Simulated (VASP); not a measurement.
# Rh (P6_3/mmc) in VASP: single point with PBEsol

Aim: the single point of Rh with PBEsol.

Program: VASP 6.6.1. These are calculated values, not measurements. Logs are shortened: lines on timing, memory, paths and dates and some standing lists are left out, and cuts for length are marked.

**1. The cell of the first run**

Symmetry: P6_3/mmc, No. 194, hexagonal system. Conventional cell: a = 2.692 Å, b = 2.692 Å, c = 8.798 Å, α = 90.00°, β = 90.00°, γ = 120.00°. Rh (site symmetry -3m) has 12 Rh at 2.69 Å within 3.5 Å. Within 3.5 Å of Rh (site symmetry -6m2) lie 12 Rh at 2.69 Å.

**2. Single point, PBEsol**

The input, INCAR:

```
SYSTEM = Rh
  PREC = Accurate
  ENCUT = 500
  EDIFF = 1E-6
  ISMEAR = 1
  SIGMA = 0.1
  LREAL = .False.
  LASPH = .True.
  NELM = 120
  ALGO = Normal
  ISIF = 2
  LWAVE = .False.
  LCHARG = .False.
  GGA = PS
  NBANDS = 38
  GGA_COMPAT = .False.
```

The input, KPOINTS:

```
Automatic mesh
0
Gamma
  10 10 3
  0 0 0
```

The input, POSCAR:

```
Rh
1.0
    2.6917450000      0.0000000000      0.0000000000
   -1.3458720000      2.3311190000      0.0000000000
    0.0000000000      0.0000000000      8.7980700000
Rh
4
Direct
    0.0000000000      0.0000000000      0.0000000000
    0.3333333333      0.6666666667      0.2500000000
    0.0000000000      0.0000000000      0.5000000000
    0.6666666667      0.3333333333      0.7500000000
```

Potentials or basis: VASP PAW PBE potentials, release 64 (Rh_pv).

Run with:

```
cat potpaw_PBE.64/Rh_pv/POTCAR > POTCAR
mpirun -np 1 vasp_std > vasp.out
```

OUTCAR:

```text
SYSTEM = Rh
   PREC = Accurate
   ENCUT = 500
   EDIFF = 1E-6
   ISMEAR = 1
   LREAL = .False.
   LASPH = .True.
   NELM = 120
   ISIF = 2
   GGA = PS

 ion  position               nearest neighbor table
   1  0.000  0.000  0.000-   2 2.69   4 2.69   4 2.69   2 2.69   4 2.69   2 2.69
   2  0.333  0.667  0.250-   1 2.69   3 2.69   1 2.69   3 2.69   1 2.69   3 2.69
   3  0.000  0.000  0.500-   2 2.69   4 2.69   4 2.69   2 2.69   4 2.69   2 2.69
   4  0.667  0.333  0.750-   1 2.69   3 2.69   1 2.69   3 2.69   1 2.69   3 2.69

  LATTYP: Found a hexagonal cell.
 ALAT       =     2.6917450000
 C/A-ratio  =     3.2685376958

  Lattice vectors:

 A1 = (   2.6917450000,   0.0000000000,   0.0000000000)
 A2 = (  -1.3458720000,   2.3311190000,   0.0000000000)
 A3 = (   0.0000000000,   0.0000000000,   8.7980700000)

Analysis of symmetry for initial positions (statically):
=====================================================================
 Subroutine PRICEL returns:
 Original cell was already a primitive cell.

 Routine SETGRP: Setting up the symmetry group for a
 hexagonal supercell.

 Subroutine GETGRP returns: Found 24 space group operations
 (whereof 12 operations were pure point group operations)
 out of a pool of 24 trial point group operations.

The static configuration has the point symmetry D_3d.
 The point group associated with its full space group is D_6h.

Analysis of symmetry for dynamics (positions and initial velocities):
=====================================================================
 Subroutine PRICEL returns:
 Original cell was already a primitive cell.

 Routine SETGRP: Setting up the symmetry group for a
 hexagonal supercell.

 Subroutine GETGRP returns: Found 24 space group operations
 (whereof 12 operations were pure point group operations)
 out of a pool of 24 trial point group operations.

The dynamic configuration has the point symmetry D_3d.
 The point group associated with its full space group is D_6h.

 Subroutine INISYM returns: Found 24 space group operations
 (whereof 12 operations are pure point group operations),
 and found     1 'primitive' translations

----------------------------------------------------------------------------------------

                                     Primitive cell

  volume of cell :      55.2059

  direct lattice vectors                    reciprocal lattice vectors
     2.691745000  0.000000000  0.000000000     0.371506216  0.214489185  0.000000000
    -1.345872000  2.331119000  0.000000000     0.000000000  0.428978529  0.000000000
     0.000000000  0.000000000  8.798070000     0.000000000  0.000000000  0.113661292

  length of vectors
     2.691745000  2.691744273  8.798070000     0.428978413  0.428978529  0.113661292

  position of ions in fractional coordinates (direct lattice)
     0.000000000  0.000000000  0.000000000
     0.333333333  0.666666667  0.250000000
     0.000000000  0.000000000  0.500000000
     0.666666667  0.333333333  0.750000000

  ion indices of the primitive-cell ions
   primitive index   ion index
                 1           1
                 2           2
                 3           3
                 4           4

----------------------------------------------------------------------------------------

 KPOINTS: Automatic mesh

Automatic generation of k-mesh.
 Grid dimensions read from file:
 generate k-points for:   10   10    3

 Generating k-lattice:

  Cartesian coordinates                     Fractional coordinates (reciprocal lattice)
     0.037150622  0.021448918  0.000000000     0.100000000  0.000000000  0.000000000
     0.000000000  0.042897853  0.000000000     0.000000000  0.100000000  0.000000000
     0.000000000  0.000000000  0.037887097     0.000000000  0.000000000  0.333333333

  Length of vectors
     0.042897841  0.042897853  0.037887097

  Shift w.r.t. Gamma in fractional coordinates (k-lattice)
     0.000000000  0.000000000  0.000000000

 Subroutine IBZKPT returns following result:
 ===========================================

 Found     28 irreducible k-points:

 Following reciprocal coordinates:
            Coordinates               Weight
  0.000000  0.000000  0.000000      1.000000
  0.100000 -0.000000  0.000000      6.000000
  0.200000 -0.000000  0.000000      6.000000
  0.300000  0.000000  0.000000      6.000000
  0.400000 -0.000000  0.000000      6.000000
  0.500000  0.000000  0.000000      3.000000
[... 16 lines left out ...]
  0.300000  0.100000  0.333333     24.000000
  0.400000  0.100000  0.333333     24.000000
 [... further k-points ...]
   k-points           NKPTS =     28   k-points in BZ     NKDIM =     28   number of bands    NBANDS=     38
   number of dos      NEDOS =    301   number of ions     NIONS =      4
   total plane-waves  NPLWV =  25600
   dimension x,y,z NGX =    20 NGY =   20 NGZ =   64
   dimension x,y,z NGXF=    40 NGYF=   40 NGZF=  128
   ions per type =               4
   NGX,Y,Z   is equivalent  to a cutoff of  12.35, 12.35, 12.09 a.u.
   NGXF,Y,Z  is equivalent  to a cutoff of  24.70, 24.70, 24.19 a.u.
 SYSTEM =  Rh
   PREC   = accura    normal or accurate (medium, high low for compatibility)
   ISTART =      0    job   : 0-new  1-cont  2-samecut
   ICHARG =      2    charge: 1-file 2-atom 10-const
   ISPIN  =      1    spin polarized calculation?
   LNONCOLLINEAR =      F non collinear calculations
   LSORBIT =      F    spin-orbit coupling
   LASPH  =      T    aspherical Exc in radial PAW
   ENCUT  =  500.0 eV  36.75 Ry    6.06 a.u.   4.91  4.91 16.04*2*pi/ulx,y,z
   NELM   =    120;   NELMIN=  2; NELMDL= -5     # of ELM steps
   EDIFF  = 0.1E-05   stopping-criterion for ELM
   LREAL  =      F    real-space projection
   EDIFFG = 0.1E-04   stopping-criterion for IOM
   NSW    =      0    number of steps for IOM
   IBRION =     -1    ionic relax: 0-MD 1-quasi-New 2-CG
   NFREE  =      0    steps in history (QN), initial steepest desc. (CG)
   ISIF   =      2    stress and relaxation
   ISYM   =      2    0-nonsym 1-usesym 2-fastsym
   POTIM  = 0.5000    time-step for ionic-motion
   TEBEG  =    0.0;   TEEND  =   0.0 temperature during run
   PSTRESS=    0.0 pullay stress
   NELECT =      60.0000    total number of electrons
   NUPDOWN=      -1.0000    fix difference up-down
   EMIN   =  10.00;   EMAX   =-10.00  energy-range for DOS
   EFERMI =   0.00;   METHOD = LEGACY
   ISMEAR =     1;   SIGMA  =   0.10  broadening in eV -4-tet -1-fermi 0-gaus
   EFERMI_NEDOS =   21; number of points for ismear=-14 and -15
   IALGO  =     38    algorithm
   IMIX   =      4    mixing-type and parameters
     AMIX     =   0.40;   BMIX     =  1.00
     AMIX_MAG =   1.60;   BMIX_MAG =  1.00
  volume/ion in A,a.u.               =      13.80        93.14
  Fermi-wavevector in a.u.,A,eV,Ry     =   1.683178  3.180745 38.546495  2.833087
  Thomas-Fermi vector in A             =   2.766425
   LORBIT       =      0    0 simple, 1 ext, 2 COOP (PROOUT), +10 PAW based schemes
   GGA     = PS    functional components
   LHFCALC =     F    Hartree Fock is set to
   AEXX    =    0.0000 exact exchange contribution
   IVDW    =     0    specifies the selected vdW correction
   LEPSILON=     F    determine dielectric tensor
   LRPA    =     F    only Hartree local field effects (RPA)
 non-spin polarized calculation
 Methfessel and Paxton  Order N= 1 SIGMA  =   0.10
  energy-cutoff  :      500.00
  volume of cell :       55.21
 maximum number of plane-waves:      1424
 NGX is ok and might be reduce to    20
   NGX =  9   NGY =  9   NGZ = 33

 number of electron      60.0000011 magnetization

 Free energy of the ion-electron system (eV)
  ---------------------------------------------------
  ext. energy  EPLUGINS =         0.00000000
  ---------------------------------------------------
  free energy    TOTEN  =       -32.47741728 eV

  energy without entropy =      -32.47560827  energy(sigma->0) =      -32.47681427

 E-fermi :  11.7409     XC(G=0): -14.1935

 val. band max:       11.7212827455   @ k =   0.3000   0.1000   0.3333
 cond. band min:      11.7477341658   @ k =   0.4000  -0.0000   0.3333
 fundamental gap:      0.0264514203
 Fermi energy:        11.7408698227

 k-point     1 :       0.0000    0.0000    0.0000
  band No.  band energies     occupation
      1     -35.3574      2.00000
      2     -35.0102      2.00000
      3     -34.9923      2.00000
      4     -34.7483      2.00000
      5     -34.7483      2.00000
      6     -34.7111      2.00000
[... 30 lines left out ...]
     37      20.1889      0.00000
     38      26.0573      0.00000

 k-point     2 :       0.1000   -0.0000    0.0000
  band No.  band energies     occupation
      1     -35.3347      2.00000
      2     -35.0166      2.00000
      3     -35.0017      2.00000
      4     -34.8008      2.00000
      5     -34.7651      2.00000
      6     -34.7497      2.00000
[... 30 lines left out ...]
     37      20.1335      0.00000
     38      26.4261      0.00000

 k-point     3 :       0.2000   -0.0000    0.0000
  band No.  band energies     occupation
      1     -35.2721      2.00000
      2     -35.0597      2.00000
      3     -35.0567      2.00000
      4     -34.9319      2.00000
      5     -34.8587      2.00000
      6     -34.8078      2.00000
[... 30 lines left out ...]
     37      20.0286      0.00000
     38      26.6294      0.00000

 k-point     4 :       0.3000    0.0000    0.0000
  band No.  band energies     occupation
      1     -35.2095      2.00000
      2     -35.1924      2.00000
      3     -35.1327      2.00000
      4     -35.0889      2.00000
      5     -35.0293      2.00000
      6     -34.8587      2.00000
[... 30 lines left out ...]
     37      20.0267      0.00000
     38      23.5088      0.00000
[... 703 lines left out ...]
      4     -35.0072      2.00000
      5     -34.9733      2.00000
      6     -34.9111      2.00000
[... 30 lines left out ...]
     37      22.0858      0.00000
     38      24.9039      0.00000

 k-point    23 :       0.3000    0.1000    0.3333
  band No.  band energies     occupation
      1     -35.2511      2.00000
      2     -35.2111      2.00000
      3     -35.1993      2.00000
      4     -35.1471      2.00000
      5     -35.0201      2.00000
      6     -34.9352      2.00000
[... 30 lines left out ...]
     37      22.1828      0.00000
     38      22.4685      0.00000

 k-point    24 :       0.4000    0.1000    0.3333
  band No.  band energies     occupation
      1     -35.3223      2.00000
      2     -35.2935      2.00000
      3     -35.2597      2.00000
      4     -35.2259      2.00000
      5     -34.9749      2.00000
      6     -34.9457      2.00000
[... 30 lines left out ...]
     37      20.8168      0.00000
     38      20.8673      0.00000

 [... further k-points ...]
[... 5 lines left out ...]
  --------------------------------------------------------------------------------------
  -------------------------------------------------------------------------------------
  Total       -2.0757074     -2.0757064     -1.8854122     -0.0000004      0.0000000      0.0000000
  in kB      -60.2408301    -60.2408016    -54.7181153     -0.0000129      0.0000000      0.0000000
  external PRESSURE =     -58.3999157 kB  Pullay stress =       0.0000000 kB

 VOLUME and BASIS-vectors are now :
 -----------------------------------------------------------------------------
  energy-cutoff  :      500.00
  volume of cell :       55.21
      direct lattice vectors                 reciprocal lattice vectors
     2.691745000  0.000000000  0.000000000     0.371506216  0.214489185  0.000000000
    -1.345872000  2.331119000  0.000000000     0.000000000  0.428978529  0.000000000
     0.000000000  0.000000000  8.798070000     0.000000000  0.000000000  0.113661292

 POSITION                                       TOTAL-FORCE (eV/Angst)
 -----------------------------------------------------------------------------------
      0.00000      0.00000      0.00000        -0.000000     -0.000000      0.000000
      0.00000      1.55408      2.19952         0.000000      0.000000      0.000000
      0.00000      0.00000      4.39903        -0.000000     -0.000000      0.000000
      1.34587      0.77704      6.59855        -0.000000     -0.000000      0.000000
 -----------------------------------------------------------------------------------
    total drift:                                0.000000     -0.000000      0.000000

  FREE ENERGIE OF THE ION-ELECTRON SYSTEM (eV)
  ---------------------------------------------------
  free  energy   TOTEN  =       -32.4774172750 eV

  energy  without entropy=      -32.4756082664  energy(sigma->0) =      -32.47681427
```

Wall time 62 s (1 thread of Intel Xeon 8259CL, shared host); peak memory 0.18 GiB.

Results:

| Quantity | Value |
| --- | --- |
| Free energy | -32.4774 eV |
| Pressure | -5.8 GPa |
| Band gap on the k mesh | zero (band 30 reaches 12.53 eV, above the bottom of band 31 at 10.69 eV) |

Caveat: the PAW data sets were made with another functional, which shifts forces and pressure a little.
